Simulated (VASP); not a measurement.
Set up this calculation in VASP 6.6.1, as the native input.

| Property | Result |
| --- | --- |
| Task | relaxation of the atoms |
| Functional | PBE |
| Potentials or basis | VASP PAW PBE potentials, release 64 (Sr_sv, Ti_sv, O) |
| Cutoff | 520 eV |
| k mesh | 8 × 8 × 8 |
| Occupations | fermi-dirac, width 0.02 eV |
| Spin | no spin polarisation |
| Dipole correction | no |
| Further INCAR settings | ALGO = Normal; EDIFF = 1e-07; IBRION = 2; EDIFFG = -0.02; NSW = 80 |

The structure of SrTiO3 lies in POSCAR:

```
SrTiO3
1.0
    3.9050000000      0.0000000000      0.0000000000
    0.0000000000      3.9050000000      0.0000000000
    0.0000000000      0.0000000000      3.9831000000
Sr Ti O
1 1 3
Direct
    0.0000000000      0.0000000000      0.0000000000
    0.5000000000      0.5000000000      0.5000000000
    0.0000000000      0.5000000000      0.5000000000
    0.5000000000      0.0000000000      0.5000000000
    0.5000000000      0.5000000000      0.0000000000
```

This cell differs from its parent crystal: z stretched by +2 %.

These files were run (other wordings do the same):

INCAR

```
SYSTEM = SrTiO3
PREC = Accurate
ENCUT = 520
EDIFF = 1E-7
ISMEAR = -1
SIGMA = 0.02
LREAL = .False.
LASPH = .True.
NELM = 120
ALGO = Normal
ISIF = 2
LWAVE = .False.
LCHARG = .False.
GGA = PE
IBRION = 2
NSW = 80
EDIFFG = -0.02
GGA_COMPAT = .False.
NELMIN = 4
```

KPOINTS

```
Automatic mesh
0
Gamma
  8 8 8
  0 0 0
```

Potentials or basis: VASP PAW PBE potentials, release 64 (Sr_sv, Ti_sv, O).

Command:

```console
$ cat potpaw_PBE.64/Sr_sv/POTCAR potpaw_PBE.64/Ti_sv/POTCAR potpaw_PBE.64/O/POTCAR > POTCAR
$ mpirun -np 1 vasp_std > vasp.out
```

It gave:

```yaml
Pressure_after_relaxing: 1.5 GPa
Band_gap_on_the_k_mesh: 1.78 eV (least direct gap 2.17 eV)
```

Caveat: the cell differs from its parent crystal (z stretched by +2 %).

Run time: 110 s on 1 thread of Intel(R) Xeon(R) Platinum 8259CL CPU @ 2.50GHz (Skylake/Cascade Lake), on a shared host, peak memory 0.25 GiB.
